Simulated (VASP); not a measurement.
# Hf (P6_3/mmc) in VASP: further runs

The runs below take Hf through single point, with PBE.

All numbers are computed with VASP 6.6.1; they aren't measurements. Logs are shortened: lines on timing, memory, paths and dates and some standing lists are left out, and cuts for length are marked.

**1. The cell of the first run**

Symmetry: P6_3/mmc, No. 194, hexagonal system. The conventional cell has a = 2.791 Å, b = 2.791 Å, c = 4.594 Å, α = 90.00°, β = 90.00°, γ = 120.00°. Within 3.7 Å of Hf (site symmetry -6m2) lie 12 Hf at 2.79 to 2.81 Å.

**2. Single point, PBE**

INCAR

```
ALGO     = Normal         # electronic algorithm
EDIFF    = 1E-6           # SCF threshold, eV
ENCUT    = 520            # plane-wave cutoff, eV
GGA      = PE             # functional
ISIF     = 2              # what is computed and relaxed
ISMEAR   = -1             # smearing method
LASPH    = T              # aspherical terms in the spheres
LCHARG   = F              # write CHGCAR
LREAL    = F              # projectors in reciprocal space
LWAVE    = F              # write WAVECAR
NBANDS   = 17             # bands
NELM     = 100            # most SCF steps
PREC     = Accurate       # precision mode
SIGMA    = 0.05           # smearing width, eV
```

KPOINTS

```
k-points
0
Gamma
  16 16 9
```

POSCAR

```
Hf
1.0
    2.7913312504      0.0000000000      0.0000000000
   -1.3956656252      2.4173637732      0.0000000000
    0.0000000000      0.0000000000      4.5938400656
Hf
2
Direct
    0.3333333333      0.6666666667      0.2500000000
    0.6666666667      0.3333333333      0.7500000000
```

Potentials or basis: VASP PAW PBE potentials, release 64 (Hf_pv).

Command:

```sh
cat potpaw_PBE.64/Hf_pv/POTCAR > POTCAR
mpirun -np 1 vasp_std > vasp.out
```

OUTCAR:

```text
EDIFF = 1E-6
   ENCUT = 520
   GGA = PE
   ISIF = 2
   ISMEAR = -1
   LASPH = T
   LREAL = F
   NELM = 100
   PREC = Accurate

 ion  position               nearest neighbor table
   1  0.333  0.667  0.250-   2 2.81   2 2.81   2 2.81   2 2.81   2 2.81   2 2.81
   2  0.667  0.333  0.750-   1 2.81   1 2.81   1 2.81   1 2.81   1 2.81   1 2.81

  LATTYP: Found a hexagonal cell.
 ALAT       =     2.7913312504
 C/A-ratio  =     1.6457523860

  Lattice vectors:

 A1 = (   2.7913312504,   0.0000000000,   0.0000000000)
 A2 = (  -1.3956656252,   2.4173637732,   0.0000000000)
 A3 = (   0.0000000000,   0.0000000000,   4.5938400656)

Analysis of symmetry for initial positions (statically):
=====================================================================
 Subroutine PRICEL returns:
 Original cell was already a primitive cell.

 Routine SETGRP: Setting up the symmetry group for a
 hexagonal supercell.

 Subroutine GETGRP returns: Found 24 space group operations
 (whereof 12 operations were pure point group operations)
 out of a pool of 24 trial point group operations.

The static configuration has the point symmetry D_3d.
 The point group associated with its full space group is D_6h.

Analysis of symmetry for dynamics (positions and initial velocities):
=====================================================================
 Subroutine PRICEL returns:
 Original cell was already a primitive cell.

 Routine SETGRP: Setting up the symmetry group for a
 hexagonal supercell.

 Subroutine GETGRP returns: Found 24 space group operations
 (whereof 12 operations were pure point group operations)
 out of a pool of 24 trial point group operations.

The dynamic configuration has the point symmetry D_3d.
 The point group associated with its full space group is D_6h.

 Subroutine INISYM returns: Found 24 space group operations
 (whereof 12 operations are pure point group operations),
 and found     1 'primitive' translations

----------------------------------------------------------------------------------------

                                     Primitive cell

  volume of cell :      30.9977

  direct lattice vectors                    reciprocal lattice vectors
     2.791331250  0.000000000  0.000000000     0.358251999  0.206836888  0.000000000
    -1.395665625  2.417363773  0.000000000     0.000000000  0.413673776  0.000000000
     0.000000000  0.000000000  4.593840066     0.000000000  0.000000000  0.217682807

  length of vectors
     2.791331250  2.791331250  4.593840066     0.413673776  0.413673776  0.217682807

  position of ions in fractional coordinates (direct lattice)
     0.333333333  0.666666667  0.250000000
     0.666666667  0.333333333  0.750000000

  ion indices of the primitive-cell ions
   primitive index   ion index
                 1           1
                 2           2

----------------------------------------------------------------------------------------

 KPOINTS: k-points

Automatic generation of k-mesh.
 Grid dimensions read from file:
 generate k-points for:   16   16    9

 Generating k-lattice:

  Cartesian coordinates                     Fractional coordinates (reciprocal lattice)
     0.022390750  0.012927305  0.000000000     0.062500000 -0.000000000  0.000000000
     0.000000000  0.025854611  0.000000000     0.000000000  0.062500000  0.000000000
     0.000000000  0.000000000  0.024186979     0.000000000  0.000000000  0.111111111

  Length of vectors
     0.025854611  0.025854611  0.024186979

  Shift w.r.t. Gamma in fractional coordinates (k-lattice)
     0.000000000  0.000000000  0.000000000

 Subroutine IBZKPT returns following result:
 ===========================================

 Found    150 irreducible k-points:

 Following reciprocal coordinates:
            Coordinates               Weight
  0.000000  0.000000  0.000000      1.000000
  0.062500  0.000000  0.000000      6.000000
  0.125000  0.000000  0.000000      6.000000
  0.187500  0.000000  0.000000      6.000000
  0.250000  0.000000  0.000000      6.000000
  0.312500  0.000000  0.000000      6.000000
[... 16 lines left out ...]
  0.187500  0.187500  0.000000      6.000000
  0.250000  0.187500  0.000000     12.000000
 [... further k-points ...]
   k-points           NKPTS =    150   k-points in BZ     NKDIM =    150   number of bands    NBANDS=     17
   number of dos      NEDOS =    301   number of ions     NIONS =      2
   total plane-waves  NPLWV =  20736
   dimension x,y,z NGX =    24 NGY =   24 NGZ =   36
   dimension x,y,z NGXF=    48 NGYF=   48 NGZF=   72
   ions per type =               2
   NGX,Y,Z   is equivalent  to a cutoff of  14.29, 14.29, 13.03 a.u.
   NGXF,Y,Z  is equivalent  to a cutoff of  28.59, 28.59, 26.06 a.u.
 SYSTEM =  unknown system
   PREC   = accura    normal or accurate (medium, high low for compatibility)
   ISTART =      0    job   : 0-new  1-cont  2-samecut
   ICHARG =      2    charge: 1-file 2-atom 10-const
   ISPIN  =      1    spin polarized calculation?
   LNONCOLLINEAR =      F non collinear calculations
   LSORBIT =      F    spin-orbit coupling
   LASPH  =      T    aspherical Exc in radial PAW
   ENCUT  =  520.0 eV  38.22 Ry    6.18 a.u.   5.19  5.19  8.54*2*pi/ulx,y,z
   NELM   =    100;   NELMIN=  2; NELMDL= -5     # of ELM steps
   EDIFF  = 0.1E-05   stopping-criterion for ELM
   LREAL  =      F    real-space projection
   EDIFFG = 0.1E-04   stopping-criterion for IOM
   NSW    =      0    number of steps for IOM
   IBRION =     -1    ionic relax: 0-MD 1-quasi-New 2-CG
   NFREE  =      0    steps in history (QN), initial steepest desc. (CG)
   ISIF   =      2    stress and relaxation
   ISYM   =      2    0-nonsym 1-usesym 2-fastsym
   POTIM  = 0.5000    time-step for ionic-motion
   TEBEG  =    0.0;   TEEND  =   0.0 temperature during run
   PSTRESS=    0.0 pullay stress
   NELECT =      20.0000    total number of electrons
   NUPDOWN=      -1.0000    fix difference up-down
   EMIN   =  10.00;   EMAX   =-10.00  energy-range for DOS
   EFERMI =   0.00;   METHOD = LEGACY
   ISMEAR =    -1;   SIGMA  =   0.05  broadening in eV -4-tet -1-fermi 0-gaus
   EFERMI_NEDOS =   21; number of points for ismear=-14 and -15
   IALGO  =     38    algorithm
   IMIX   =      4    mixing-type and parameters
     AMIX     =   0.40;   BMIX     =  1.00
     AMIX_MAG =   1.60;   BMIX_MAG =  1.00
  volume/ion in A,a.u.               =      15.50       104.59
  Fermi-wavevector in a.u.,A,eV,Ry     =   1.414626  2.673256 27.227540  2.001168
  Thomas-Fermi vector in A             =   2.536149
   LORBIT       =      0    0 simple, 1 ext, 2 COOP (PROOUT), +10 PAW based schemes
   GGA     = PE    functional components
   LHFCALC =     F    Hartree Fock is set to
   AEXX    =    0.0000 exact exchange contribution
   IVDW    =     0    specifies the selected vdW correction
   LEPSILON=     F    determine dielectric tensor
   LRPA    =     F    only Hartree local field effects (RPA)
 non-spin polarized calculation
  energy-cutoff  :      520.00
  volume of cell :       31.00
 maximum number of plane-waves:       852
 NGX is ok and might be reduce to    24
   NGX = 11   NGY = 11   NGZ = 17

 number of electron      20.0000004 magnetization

 Free energy of the ion-electron system (eV)
  ---------------------------------------------------
  ext. energy  EPLUGINS =         0.00000000
  ---------------------------------------------------
  free energy    TOTEN  =       -17.40422405 eV

  energy without entropy =      -17.39067339  energy(sigma->0) =      -17.39744872

 E-fermi :   7.8114     XC(G=0): -13.0788

 val. band max:        7.8107682798   @ k =   0.3750   0.0625   0.0000
 cond. band min:       7.8255897183   @ k =   0.0625   0.0000   0.3333
 fundamental gap:      0.0148214386
 Fermi energy:         7.8114449604

 k-point     1 :       0.0000    0.0000    0.0000
  band No.  band energies     occupation
      1     -23.5898      2.00000
      2     -21.3247      2.00000
      3     -21.3247      2.00000
      4     -21.0783      2.00000
      5     -21.0200      2.00000
      6     -21.0200      2.00000
[... 9 lines left out ...]
     16      11.6579      0.00000
     17      15.4003      0.00000

 k-point     2 :       0.0625    0.0000    0.0000
  band No.  band energies     occupation
      1     -23.5592      2.00000
      2     -21.4094      2.00000
      3     -21.3501      2.00000
      4     -21.1088      2.00000
      5     -21.0888      2.00000
      6     -21.0307      2.00000
[... 9 lines left out ...]
     16      11.4559      0.00000
     17      15.5786      0.00000

 k-point     3 :       0.1250    0.0000    0.0000
  band No.  band energies     occupation
      1     -23.4695      2.00000
      2     -21.6478      2.00000
      3     -21.4202      2.00000
      4     -21.3529      2.00000
      5     -21.1211      2.00000
      6     -21.0628      2.00000
[... 9 lines left out ...]
     16      10.9695      0.00000
     17      15.9714      0.00000

 k-point     4 :       0.1875    0.0000    0.0000
  band No.  band energies     occupation
      1     -23.3271      2.00000
      2     -21.9974      2.00000
      3     -21.6963      2.00000
      4     -21.5200      2.00000
      5     -21.1771      2.00000
      6     -21.1140      2.00000
[... 9 lines left out ...]
     16      11.7329      0.00000
     17      16.3943      0.00000
[... 343 lines left out ...]
      1     -23.2905      2.00000
      2     -22.8797      2.00000
      3     -22.3934      2.00000
      4     -22.0905      2.00000
      5     -21.7126      2.00000
      6     -21.5592      2.00000
[... 9 lines left out ...]
     16      16.4379      0.00000
     17      18.9150      0.00000

 k-point    23 :       0.1875    0.1875    0.0000
  band No.  band energies     occupation
      1     -22.8811      2.00000
      2     -22.6115      2.00000
      3     -22.5604      2.00000
      4     -21.7996      2.00000
      5     -21.4769      2.00000
      6     -21.3911      2.00000
[... 9 lines left out ...]
     16      15.3913      0.00000
     17      16.1671      0.00000

 k-point    24 :       0.2500    0.1875    0.0000
  band No.  band energies     occupation
      1     -22.8737      2.00000
      2     -22.6932      2.00000
      3     -22.6776      2.00000
      4     -21.9825      2.00000
      5     -21.6183      2.00000
      6     -21.5114      2.00000
[... 9 lines left out ...]
     16      16.0699      0.00000
     17      16.9712      0.00000

 [... further k-points ...]

------------------------ aborting loop because EDIFF is reached ----------------------------------------

  FORCE on cell =-STRESS in cart. coord.  units (eV):
  Direction    XX          YY          ZZ          XY          YZ          ZX
  --------------------------------------------------------------------------------------
  -------------------------------------------------------------------------------------
  Total       14.1710935     14.1710935     14.1215924      0.0000000      0.0000000      0.0000000
  in kB      732.4613085    732.4613085    729.9027414      0.0000000      0.0000000      0.0000000
  external PRESSURE =     731.6084528 kB  Pullay stress =       0.0000000 kB

 VOLUME and BASIS-vectors are now :
 -----------------------------------------------------------------------------
  energy-cutoff  :      520.00
  volume of cell :       31.00
      direct lattice vectors                 reciprocal lattice vectors
     2.791331250  0.000000000  0.000000000     0.358251999  0.206836888  0.000000000
    -1.395665625  2.417363773  0.000000000     0.000000000  0.413673776  0.000000000
     0.000000000  0.000000000  4.593840066     0.000000000  0.000000000  0.217682807

 POSITION                                       TOTAL-FORCE (eV/Angst)
 -----------------------------------------------------------------------------------
     -0.00000      1.61158      1.14846        -0.000000     -0.000000      0.000000
      1.39567      0.80579      3.44538         0.000000      0.000000      0.000000
 -----------------------------------------------------------------------------------
    total drift:                               -0.000000      0.000000     -0.000000

  FREE ENERGIE OF THE ION-ELECTRON SYSTEM (eV)
  ---------------------------------------------------
  free  energy   TOTEN  =       -17.4042240452 eV

  energy  without entropy=      -17.3906733894  energy(sigma->0) =      -17.39744872
```

Run time: 20 s. Hardware: 1 thread of Intel Xeon 6975P-C (Granite Rapids), shared host; peak memory 0.2 GiB.

Results:

- Free energy: -17.4042 eV
- Pressure: 73.2 GPa
- Band gap on the k mesh: zero (band 10 reaches 9.21 eV, above the bottom of band 11 at 7.27 eV)

Caveat: spin-orbit coupling is left out, which moves the levels of the heavy elements.

**3. Single point, PBE**

INCAR

```
SYSTEM = Hf
PREC = Accurate
ENCUT = 520
EDIFF = 1E-6
ISMEAR = -1
SIGMA = 0.05
LREAL = .FALSE.
LASPH = .TRUE.
NELM = 80
ALGO = Normal
ISIF = 2
LWAVE = .FALSE.
LCHARG = .FALSE.
GGA = PE
NBANDS = 17
```

KPOINTS

```
Automatic mesh
0
G
  16 16 9
  0 0 0
```

POSCAR

```
Hf
1.0
    2.7915135220      0.0000000000      0.0000000000
   -1.3957567610      2.4175216251      0.0000000000
    0.0000000000      0.0000000000      4.5943014153
Hf
2
Direct
    0.3333333333      0.6666666667      0.2500000000
    0.6666666667      0.3333333333      0.7500000000
```

Potentials or basis: VASP PAW PBE potentials, release 64 (Hf_pv).

Command:

```sh
cat potpaw_PBE.64/Hf_pv/POTCAR > POTCAR
mpirun -np 1 vasp_std > vasp.out
```

OUTCAR:

```text
SYSTEM = Hf
   PREC = Accurate
   ENCUT = 520
   EDIFF = 1E-6
   ISMEAR = -1
   LREAL = .FALSE.
   LASPH = .TRUE.
   NELM = 80
   ISIF = 2
   GGA = PE

 ion  position               nearest neighbor table
   1  0.333  0.667  0.250-   2 2.81   2 2.81   2 2.81   2 2.81   2 2.81   2 2.81
   2  0.667  0.333  0.750-   1 2.81   1 2.81   1 2.81   1 2.81   1 2.81   1 2.81

  LATTYP: Found a hexagonal cell.
 ALAT       =     2.7915135220
 C/A-ratio  =     1.6458101955

  Lattice vectors:

[... 668 lines left out ...]

------------------------ aborting loop because EDIFF is reached ----------------------------------------

  FORCE on cell =-STRESS in cart. coord.  units (eV):
  Direction    XX          YY          ZZ          XY          YZ          ZX
  --------------------------------------------------------------------------------------
  -------------------------------------------------------------------------------------
  Total       14.1577803     14.1577803     14.1047979      0.0000000     -0.0000000      0.0000000
  in kB      731.6041533    731.6041533    728.8662846      0.0000000     -0.0000000      0.0000000
  external PRESSURE =     730.6915304 kB  Pullay stress =       0.0000000 kB

 VOLUME and BASIS-vectors are now :
 -----------------------------------------------------------------------------
  energy-cutoff  :      520.00
  volume of cell :       31.00
      direct lattice vectors                 reciprocal lattice vectors
     2.791513522  0.000000000  0.000000000     0.358228607  0.206823383  0.000000000
    -1.395756761  2.417521625  0.000000000     0.000000000  0.413646765  0.000000000
     0.000000000  0.000000000  4.594301415     0.000000000  0.000000000  0.217660948

 POSITION                                       TOTAL-FORCE (eV/Angst)
 -----------------------------------------------------------------------------------
     -0.00000      1.61168      1.14858        -0.000000      0.000000      0.000000
      1.39576      0.80584      3.44573         0.000000     -0.000000      0.000000
 -----------------------------------------------------------------------------------
    total drift:                               -0.000000      0.000000     -0.000000

  FREE ENERGIE OF THE ION-ELECTRON SYSTEM (eV)
  ---------------------------------------------------
  free  energy   TOTEN  =       -17.4074917846 eV

  energy  without entropy=      -17.3939388766  energy(sigma->0) =      -17.40071533
```

OSZICAR:

```text
N       E                     dE             d eps       ncg     rms          rms(c)
DAV:   1     0.576558301577E+02    0.57656E+02   -0.11623E+04  5116   0.118E+03
DAV:   2    -0.162114825299E+02   -0.73867E+02   -0.72074E+02  6701   0.264E+02
DAV:   3    -0.178454100290E+02   -0.16339E+01   -0.16255E+01  6130   0.272E+01
DAV:   4    -0.178530535534E+02   -0.76435E-02   -0.76414E-02  6416   0.220E+00
DAV:   5    -0.178530930485E+02   -0.39495E-04   -0.39494E-04  6144   0.142E-01    0.822E+01
DAV:   6    -0.175359025035E+02    0.31719E+00   -0.19011E-01  5885   0.323E+00    0.490E+01
DAV:   7    -0.174108666935E+02    0.12504E+00   -0.33089E-01  5954   0.410E+00    0.194E+00
DAV:   8    -0.174074332235E+02    0.34335E-02   -0.19567E-02  5936   0.100E+00    0.186E-01
DAV:   9    -0.174074923963E+02   -0.59173E-04   -0.47394E-04  6742   0.155E-01    0.123E-01
DAV:  10    -0.174074907275E+02    0.16689E-05   -0.24541E-05  5672   0.375E-02    0.159E-01
DAV:  11    -0.174074917281E+02   -0.10007E-05   -0.40073E-06  5759   0.143E-02    0.437E-03
DAV:  12    -0.174074917846E+02   -0.56477E-07   -0.18248E-07  2890   0.316E-03
   1 F= -.17407492E+02 E0= -.17400715E+02  d E =-.135529E-01
```

stdout:

```text
POSCAR found type information on POSCAR Hf
 POSCAR found :  1 types and       2 ions
 scaLAPACK will be used
 LDA part: xc-table for (Slater+PW92), standard interpolation
 POSCAR, INCAR and KPOINTS ok, starting setup
 FFT: planning ... GRIDC
 FFT: planning ... GRID_SOFT
 FFT: planning ... GRID
 WAVECAR not read
 entering main loop
```

Wall time 22 s (1 thread of Intel Xeon 6975P-C (Granite Rapids), shared host); peak memory 0.2 GiB.

Results:

- Free energy: -17.4075 eV
- Pressure: 73.1 GPa
- Band gap on the k mesh: zero (band 10 reaches 9.21 eV, above the bottom of band 11 at 7.27 eV)

Levels at points of the mesh, in eV from the Fermi level:
| k point | band 7 | band 8 | band 9 | band 10 | band 11 | band 12 | band 13 | band 14 |
| --- | --- | --- | --- | --- | --- | --- | --- | --- |
| (0.00, 0.00, 0.00) | -8.40 | -5.04 | 0.99 | 1.21 | 1.21 | 2.32 | 2.38 | 2.38 |
| (0.50, 0.00, 0.00) | -4.49 | -4.03 | -3.76 | 0.60 | 0.89 | 1.13 | 2.26 | 9.10 |

Caveat: spin-orbit coupling is left out, which moves the levels of the heavy elements.
